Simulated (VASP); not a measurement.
Ca3Y, 4 atoms in the cell. The structure is cubic, space group Fm-3m (No. 225). The conventional cell has a = 8.491 Å, b = 8.491 Å, c = 8.491 Å, α = 90.00°, β = 90.00°, γ = 90.00°. Within 4.8 Å of Ca (site symmetry -43m) lie 10 Ca at 3.68 to 4.25 Å and 4 Y at 3.68 Å. Within 4.8 Å of Ca (site symmetry m-3m) lie 8 Ca at 3.68 Å and 6 Y at 4.25 Å. Y (site symmetry m-3m) has 14 Ca at 3.68 to 4.25 Å within 4.8 Å. 

| Item | Value |
| --- | --- |
| Program | VASP 6.6.1 |
| Task | single point |
| Functional | LDA |
| Potentials or basis | VASP PAW LDA potentials, release 64 (Ca_sv, Y_sv) |
| Cutoff | 520 eV |
| k mesh | 4 × 4 × 4 |
| Occupations | gaussian, width 0.3 eV |
| Spin | no spin polarisation |
| Dipole correction | no |
| Further INCAR settings | ALGO = Normal; EDIFF = 1e-06; NBANDS = 28 |

Potentials or basis: VASP PAW LDA potentials, release 64 (Ca_sv, Y_sv).

The run is started by

```console
$ cat potpaw_LDA.64/Ca_sv/POTCAR potpaw_LDA.64/Y_sv/POTCAR > POTCAR
$ mpirun -np 1 vasp_std > vasp.out
```

Hardware: 1 thread of Intel(R) Xeon(R) Platinum 8259CL CPU @ 2.50GHz (Skylake/Cascade Lake), with other jobs on the host.

Q: How long does it take, and how much memory?

A: Wall time 53 s on 1 thread of Intel(R) Xeon(R) Platinum 8259CL CPU @ 2.50GHz (Skylake/Cascade Lake), with other jobs on the host, peak memory 0.26 GiB. Counts: scf iterations 15, k points 8.
